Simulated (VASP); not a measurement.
# MoS2 in VASP: notebook

MoS2 is run at these levels: r2SCAN; tasks: single point.

All numbers are computed with VASP 6.6.1; they aren't measurements. Logs are shortened: lines on timing, memory, paths and dates and some standing lists are left out, and cuts for length are marked.

### Step 1. The cell of the first run

The cell holds a slab with vacuum, 3 atoms: a = 3.154 Å, b = 3.154 Å, c = 32.263 Å, α = 90.00°, β = 90.00°, γ = 120.00°.

### Step 2. Single point, r2SCAN

The input, POSCAR:

```
MoS2
1.0
    3.1542346165      0.0000000000      0.0000000000
   -1.5771173083      2.7316473074      0.0000000000
    0.0000000000      0.0000000000     32.2630186430
S Mo
2 1
Direct
    0.3333333333      0.6666666667      0.4514239391
    0.3333333333      0.6666666667      0.5485760609
    0.6666666667      0.3333333333      0.5000000000
```

The input, INCAR.step1:

```
SYSTEM = MoS2
ALGO = Normal
DIPOL = 0.5 0.5 0.500
EDIFF = 1E-4
ENCUT = 520
GGA = PE
IDIPOL = 3
ISMEAR = 0
LASPH = .True.
LCHARG = .False.
LDIPOL = .True.
LREAL = .False.
LWAVE = .True.
NBANDS = 20
NELM = 80
PREC = Accurate
SIGMA = 0.02
```

The input, INCAR.step2:

```
SYSTEM = MoS2
ALGO = Normal
DIPOL = 0.5 0.5 0.500
EDIFF = 1E-6
ENCUT = 520
IDIPOL = 3
ISIF = 2
ISMEAR = 0
ISTART = 1
LASPH = .True.
LCHARG = .False.
LDIPOL = .True.
LMIXTAU = .True.
LREAL = .False.
LWAVE = .False.
METAGGA = R2SCAN
NBANDS = 20
NELM = 80
PREC = Accurate
SIGMA = 0.02
```

The input, KPOINTS:

```
k-points
0
Gamma
  12 12 1
  0 0 0
```

Potentials or basis: VASP PAW PBE potentials, release 64 (S, Mo_sv).

The run is started by

```sh
$ cat potpaw_PBE.64/S/POTCAR potpaw_PBE.64/Mo_sv/POTCAR > POTCAR
$ cp INCAR.step1 INCAR
$ mpirun -np 1 vasp_std > vasp.out
$ cp INCAR.step2 INCAR
$ mpirun -np 1 vasp_std > vasp.out
```

OUTCAR:

```text
SYSTEM = MoS2
   EDIFF = 1E-6
   ENCUT = 520
   ISIF = 2
   ISMEAR = 0
   ISTART = 1
   LASPH = .True.
   LREAL = .False.
   METAGGA = R2SCAN
   NELM = 80
   PREC = Accurate

 ion  position               nearest neighbor table
   1  0.333  0.667  0.451-   3 2.40   3 2.40   3 2.40
   2  0.333  0.667  0.549-   3 2.40   3 2.40   3 2.40
   3  0.667  0.333  0.500-   1 2.40   2 2.40   1 2.40   2 2.40   1 2.40   2 2.40

  LATTYP: Found a hexagonal cell.
 ALAT       =     3.1542346165
 C/A-ratio  =    10.2284777658

  Lattice vectors:

 A1 = (   3.1542346165,   0.0000000000,   0.0000000000)
 A2 = (  -1.5771173083,   2.7316473074,   0.0000000000)
 A3 = (   0.0000000000,   0.0000000000,  32.2630186430)

Analysis of symmetry for initial positions (statically):
=====================================================================
 Subroutine PRICEL returns:
 Original cell was already a primitive cell.

 Routine SETGRP: Setting up the symmetry group for a
 hexagonal supercell.

 Subroutine GETGRP returns: Found 12 space group operations
 (whereof 12 operations were pure point group operations)
 out of a pool of 24 trial point group operations.

The static configuration has the point symmetry D_3h.

Analysis of symmetry for dynamics (positions and initial velocities):
=====================================================================
 Subroutine PRICEL returns:
 Original cell was already a primitive cell.

 Routine SETGRP: Setting up the symmetry group for a
 hexagonal supercell.

 Subroutine GETGRP returns: Found 12 space group operations
 (whereof 12 operations were pure point group operations)
 out of a pool of 24 trial point group operations.

The dynamic configuration has the point symmetry D_3h.

 Subroutine INISYM returns: Found 12 space group operations
 (whereof 12 operations are pure point group operations),
 and found     1 'primitive' translations

----------------------------------------------------------------------------------------

                                     Primitive cell

  volume of cell :     277.9864

  direct lattice vectors                    reciprocal lattice vectors
     3.154234617  0.000000000  0.000000000     0.317034121  0.183039735  0.000000000
    -1.577117308  2.731647307  0.000000000     0.000000000  0.366079471  0.000000000
     0.000000000  0.000000000 32.263018643     0.000000000  0.000000000  0.030995240

  length of vectors
     3.154234617  3.154234617 32.263018643     0.366079471  0.366079471  0.030995240

  position of ions in fractional coordinates (direct lattice)
     0.333333333  0.666666667  0.451423939
     0.333333333  0.666666667  0.548576061
     0.666666667  0.333333333  0.500000000

  ion indices of the primitive-cell ions
   primitive index   ion index
                 1           1
                 2           2
                 3           3

----------------------------------------------------------------------------------------

 KPOINTS: k-points

Automatic generation of k-mesh.
 Grid dimensions read from file:
 generate k-points for:   12   12    1

 Generating k-lattice:

  Cartesian coordinates                     Fractional coordinates (reciprocal lattice)
     0.026419510  0.015253311  0.000000000     0.083333333  0.000000000  0.000000000
     0.000000000  0.030506623  0.000000000     0.000000000  0.083333333  0.000000000
     0.000000000  0.000000000  0.030995240     0.000000000  0.000000000  1.000000000

  Length of vectors
     0.030506623  0.030506623  0.030995240

  Shift w.r.t. Gamma in fractional coordinates (k-lattice)
     0.000000000  0.000000000  0.000000000

 Subroutine IBZKPT returns following result:
 ===========================================

 Found     19 irreducible k-points:

 Following reciprocal coordinates:
            Coordinates               Weight
  0.000000  0.000000  0.000000      1.000000
  0.083333  0.000000  0.000000      6.000000
  0.166667  0.000000  0.000000      6.000000
  0.250000  0.000000  0.000000      6.000000
  0.333333  0.000000  0.000000      6.000000
  0.416667  0.000000  0.000000      6.000000
[... 11 lines left out ...]
  0.333333  0.250000  0.000000     12.000000
  0.333333  0.333333  0.000000      2.000000
   k-points           NKPTS =     19   k-points in BZ     NKDIM =     19   number of bands    NBANDS=     20
   number of dos      NEDOS =    301   number of ions     NIONS =      3
   total plane-waves  NPLWV = 138240
   dimension x,y,z NGX =    24 NGY =   24 NGZ =  240
   dimension x,y,z NGXF=    48 NGYF=   48 NGZF=  480
   ions per type =               2   1
   NGX,Y,Z   is equivalent  to a cutoff of  12.65, 12.65, 12.37 a.u.
   NGXF,Y,Z  is equivalent  to a cutoff of  25.30, 25.30, 24.73 a.u.
 SYSTEM =  MoS2
   PREC   = accura    normal or accurate (medium, high low for compatibility)
   ISTART =      1    job   : 0-new  1-cont  2-samecut
   ICHARG =      0    charge: 1-file 2-atom 10-const
   ISPIN  =      1    spin polarized calculation?
   LNONCOLLINEAR =      F non collinear calculations
   LSORBIT =      F    spin-orbit coupling
   LASPH  =      T    aspherical Exc in radial PAW
   ENCUT  =  520.0 eV  38.22 Ry    6.18 a.u.   5.86  5.86 59.99*2*pi/ulx,y,z
   NELM   =     80;   NELMIN=  2; NELMDL=  0     # of ELM steps
   EDIFF  = 0.1E-05   stopping-criterion for ELM
   LREAL  =      F    real-space projection
   EDIFFG = 0.1E-04   stopping-criterion for IOM
   NSW    =      0    number of steps for IOM
   IBRION =     -1    ionic relax: 0-MD 1-quasi-New 2-CG
   NFREE  =      0    steps in history (QN), initial steepest desc. (CG)
   ISIF   =      2    stress and relaxation
   ISYM   =      2    0-nonsym 1-usesym 2-fastsym
   POTIM  = 0.5000    time-step for ionic-motion
   TEBEG  =    0.0;   TEEND  =   0.0 temperature during run
   PSTRESS=    0.0 pullay stress
   NELECT =      26.0000    total number of electrons
   NUPDOWN=      -1.0000    fix difference up-down
   EMIN   =  10.00;   EMAX   =-10.00  energy-range for DOS
   EFERMI =   0.00;   METHOD = LEGACY
   ISMEAR =     0;   SIGMA  =   0.02  broadening in eV -4-tet -1-fermi 0-gaus
   EFERMI_NEDOS =   21; number of points for ismear=-14 and -15
   IALGO  =     38    algorithm
   IMIX   =      4    mixing-type and parameters
     AMIX     =   0.40;   BMIX     =  1.00
     AMIX_MAG =   1.60;   BMIX_MAG =  1.00
  volume/ion in A,a.u.               =      92.66       625.32
  Fermi-wavevector in a.u.,A,eV,Ry     =   0.743119  1.404290  7.513479  0.552225
  Thomas-Fermi vector in A             =   1.838158
   LORBIT       =      0    0 simple, 1 ext, 2 COOP (PROOUT), +10 PAW based schemes
   METAGGA = R2SCAN    functional components
   LHFCALC =     F    Hartree Fock is set to
   AEXX    =    0.0000 exact exchange contribution
   IVDW    =     0    specifies the selected vdW correction
   LEPSILON=     F    determine dielectric tensor
   LRPA    =     F    only Hartree local field effects (RPA)
 non-spin polarized calculation
 Gauss-broadening in eV      SIGMA  =   0.02
  energy-cutoff  :      520.00
  volume of cell :      277.99
 maximum number of plane-waves:      7522
 NGX is ok and might be reduce to    24
   NGX = 11   NGY = 11   NGZ =119

 dipolmoment           0.000000      0.000000      0.000000 electrons x Angstroem

 number of electron      26.0000001 magnetization

 dipolmoment           0.000000      0.000000     -0.000000 electrons x Angstroem

 Free energy of the ion-electron system (eV)
  ---------------------------------------------------
  ext. energy  EPLUGINS =         0.00000000
  ---------------------------------------------------
  free energy    TOTEN  =       -44.99142303 eV

  energy without entropy =      -44.99142303  energy(sigma->0) =      -44.99142303

 E-fermi :  -3.5529     XC(G=0):  -2.4171

 val. band max:       -3.6455367863   @ k =   0.3333   0.3333   0.0000
 cond. band min:      -1.7522313982   @ k =   0.3333   0.3333   0.0000
 fundamental gap:      1.8933053881
 Fermi energy:        -3.5529225624

 k-point     1 :       0.0000    0.0000    0.0000
  band No.  band energies     occupation
      1     -66.4211      2.00000
      2     -39.8519      2.00000
      3     -39.6049      2.00000
      4     -39.6049      2.00000
      5     -18.4859      2.00000
      6     -17.1162      2.00000
[... 12 lines left out ...]
     19       2.4539      0.00000
     20       2.6052      0.00000

 k-point     2 :       0.0833    0.0000    0.0000
  band No.  band energies     occupation
      1     -66.4180      2.00000
      2     -39.8459      2.00000
      3     -39.6349      2.00000
      4     -39.6116      2.00000
      5     -18.3751      2.00000
      6     -17.0710      2.00000
[... 12 lines left out ...]
     19       2.5935      0.00000
     20       2.7555      0.00000

 k-point     3 :       0.1667    0.0000    0.0000
  band No.  band energies     occupation
      1     -66.4095      2.00000
      2     -39.8293      2.00000
      3     -39.7162      2.00000
      4     -39.6301      2.00000
      5     -18.0599      2.00000
      6     -16.9430      2.00000
[... 12 lines left out ...]
     19       3.0067      0.00000
     20       3.1753      0.00000

 k-point     4 :       0.2500    0.0000    0.0000
  band No.  band energies     occupation
      1     -66.3978      2.00000
      2     -39.8257      2.00000
      3     -39.8067      2.00000
      4     -39.6552      2.00000
      5     -17.5930      2.00000
      6     -16.7552      2.00000
[... 314 lines left out ...]
 k-point    18 :       0.3333    0.2500    0.0000
  band No.  band energies     occupation
      1     -66.3702      2.00000
      2     -39.9648      2.00000
      3     -39.8318      2.00000
      4     -39.7529      2.00000
      5     -16.2463      2.00000
      6     -16.1909      2.00000
[... 12 lines left out ...]
     19       5.1275      0.00000
     20       6.3499      0.00000

 k-point    19 :       0.3333    0.3333    0.0000
  band No.  band energies     occupation
      1     -66.3686      2.00000
      2     -39.9318      2.00000
      3     -39.8830      2.00000
      4     -39.7498      2.00000
      5     -16.1605      2.00000
      6     -16.1473      2.00000
[... 12 lines left out ...]
     19       4.5020      0.00000
     20       6.6602      0.00000

------------------------ aborting loop because EDIFF is reached ----------------------------------------

 vacuum level on the upper side and lower side of the slab       (xc-potential included)         0.011         0.011

  FORCE on cell =-STRESS in cart. coord.  units (eV):
  Direction    XX          YY          ZZ          XY          YZ          ZX
  --------------------------------------------------------------------------------------
  -------------------------------------------------------------------------------------
  Total        0.8263101      0.8263101     -0.3351292     -0.0000000      0.0000000     -0.0000000
  in kB        4.7624454      4.7624454     -1.9315202     -0.0000000      0.0000000     -0.0000000
  external PRESSURE =       2.5311235 kB  Pullay stress =       0.0000000 kB

 VOLUME and BASIS-vectors are now :
 -----------------------------------------------------------------------------
  energy-cutoff  :      520.00
  volume of cell :      277.99
      direct lattice vectors                 reciprocal lattice vectors
     3.154234617  0.000000000  0.000000000     0.317034121  0.183039735  0.000000000
    -1.577117308  2.731647307  0.000000000     0.000000000  0.366079471  0.000000000
     0.000000000  0.000000000 32.263018643     0.000000000  0.000000000  0.030995240

 POSITION                                       TOTAL-FORCE (eV/Angst)
 -----------------------------------------------------------------------------------
     -0.00000      1.82110     14.56430        -0.000000      0.000000      0.102166
     -0.00000      1.82110     17.69872        -0.000000      0.000000     -0.102166
      1.57712      0.91055     16.13151         0.000000     -0.000000      0.000000
 -----------------------------------------------------------------------------------
    total drift:                               -0.000000      0.000000      0.000000

  FREE ENERGIE OF THE ION-ELECTRON SYSTEM (eV)
  ---------------------------------------------------
  free  energy   TOTEN  =       -44.9914230278 eV

  energy  without entropy=      -44.9914230278  energy(sigma->0) =      -44.99142303

 vacuum level on the upper side and lower side of the slab         2.474         2.474
```

Wall time 4.5 min (1 thread of Intel Xeon 6975P-C (Granite Rapids), shared host); peak memory 0.43 GiB.

What came out:

| Item | Value |
| --- | --- |
| Free energy | -44.9914 eV |
| Largest force | 0.102 eV/Å |
| Band gap on the k mesh | 1.89 eV |

Forces on the atoms (eV/Å):
```
S    0.000  0.000  0.102
S    0.000  0.000 -0.102
Mo   0.000  0.000  0.000
```

Caveat: the PAW data sets were made with another functional, which shifts forces and pressure a little.

### Step 3. Single point, r2SCAN

This run uses another cell than the first one.

The input, POSCAR:

```
MoS2
1.0
    3.1834910886      0.0000000000      0.0000000000
   -1.5917455443      2.7569841555      0.0000000000
    0.0000000000      0.0000000000     32.2630186430
S Mo
2 1
Direct
    0.3333333333      0.6666666667      0.4518811785
    0.3333333333      0.6666666667      0.5481188215
    0.6666666667      0.3333333333      0.5000000000
```

The input, INCAR.step1:

```
PREC     = Accurate       # precision mode
ENCUT    = 520            # plane-wave cutoff, eV
ISMEAR   = 0              # smearing method
SIGMA    = 0.02           # smearing width, eV
LREAL    = F              # projectors in reciprocal space
LASPH    = T              # aspherical terms in the spheres
NELM     = 60             # most SCF steps
LDIPOL   = T            
IDIPOL   = 3            
DIPOL    = 0.5 0.5 0.500
NBANDS   = 20             # bands
GGA      = PE             # functional
ALGO     = Normal         # electronic algorithm
EDIFF    = 1E-4           # SCF threshold, eV
LWAVE    = T              # write WAVECAR
LCHARG   = F              # write CHGCAR
```

The input, INCAR.step2:

```
PREC     = Accurate       # precision mode
ENCUT    = 520            # plane-wave cutoff, eV
EDIFF    = 1E-6           # SCF threshold, eV
ISMEAR   = 0              # smearing method
SIGMA    = 0.02           # smearing width, eV
LREAL    = F              # projectors in reciprocal space
LASPH    = T              # aspherical terms in the spheres
NELM     = 60             # most SCF steps
ALGO     = Normal         # electronic algorithm
ISIF     = 2              # what is computed and relaxed
LWAVE    = F              # write WAVECAR
LCHARG   = F              # write CHGCAR
LDIPOL   = T            
IDIPOL   = 3            
DIPOL    = 0.5 0.5 0.500
METAGGA  = R2SCAN         # meta-GGA
LMIXTAU  = T            
NBANDS   = 20             # bands
ISTART   = 1
```

The input, KPOINTS:

```
regular mesh
0
Gamma
  12 12 1
```

Potentials or basis: VASP PAW PBE potentials, release 64 (S, Mo_sv).

The run is started by

```sh
$ cat potpaw_PBE.64/S/POTCAR potpaw_PBE.64/Mo_sv/POTCAR > POTCAR
$ cp INCAR.step1 INCAR
$ mpirun -np 1 vasp_std > vasp.out
$ cp INCAR.step2 INCAR
$ mpirun -np 1 vasp_std > vasp.out
```

Wall time 4.8 min (1 thread of Intel Xeon 6975P-C (Granite Rapids), shared host); peak memory 0.44 GiB.

Results (log left out):

```
Free energy            : -45.0011 eV
Band gap on the k mesh : 1.69 eV (least direct gap 1.77 eV)
```

Forces on the atoms (eV/Å):
```
S    0.000  0.000 -0.003
S    0.000  0.000  0.003
Mo   0.000  0.000  0.000
```

Levels at points of the mesh, in eV from the valence-band top:
```tsv
k point	band 10	band 11	band 12	band 13	band 14	band 15	band 16	band 17
(0.00, 0.00, 0.00)	-1.91	-1.71	-1.71	0.00	2.89	2.89	3.15	3.15
(0.50, 0.00, 0.00)	-3.43	-2.04	-1.17	-0.70	2.32	2.86	4.16	4.53
```

Caveat: the PAW data sets were made with another functional, which shifts forces and pressure a little.
